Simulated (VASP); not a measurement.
CoO:

```
CELL_PARAMETERS angstrom
0.00000 2.13150 2.13150
2.13150 0.00000 2.13150
2.13150 2.13150 0.00000
ATOMIC_POSITIONS crystal
Co 0.00000 0.00000 0.00000
O 0.50000 0.50000 0.50000
```

```yaml
Program: VASP 6.6.1
Task: relaxation of cell and atoms
Functional: RPBE
Potentials_or_basis: VASP PAW PBE potentials, release 64 (Co, O)
Cutoff: 600 eV
k_mesh: 11 × 11 × 11
Occupations: fermi-dirac, width 0.05 eV
Spin: collinear spin, ferromagnetic start
Starting_moments: "[2.0, 0.0] μB"
```

At the start: pressure 3.6 GPa; volume 9.68 Å³/atom.

Q: How do energy, volume and symmetry change on relaxing?

A: Over 3 steps the energy falls by 2.3 meV/atom and the volume is 9.89 Å³/atom (+2.1 %); space group Fm-3m (No. 225, to 0.05 Å); moment 2.96 μB per cell.

The path:
```csv
step,energy change (eV),largest force (eV/Å),pressure (GPa),volume (Å³)
1,0.0000,0.0000,3.60,19.37
2,-0.0035,0.0000,-1.60,19.98
3,-0.0045,0.0000,0.03,19.78
```

Final structure:
```xyz
2
Lattice="0.0000 2.1466 2.1466 2.1466 0.0000 2.1466 2.1466 2.1466 0.0000" Properties=species:S:1:pos:R:3 pbc="T T T"
Co    0.0000    0.0000    0.0000
O     2.1466    2.1466    2.1466
```

Caveat: the PAW data sets were made with another functional, which shifts forces and pressure a little; a cell with one magnetic atom can't hold antiferromagnetic order, which such compounds often take.
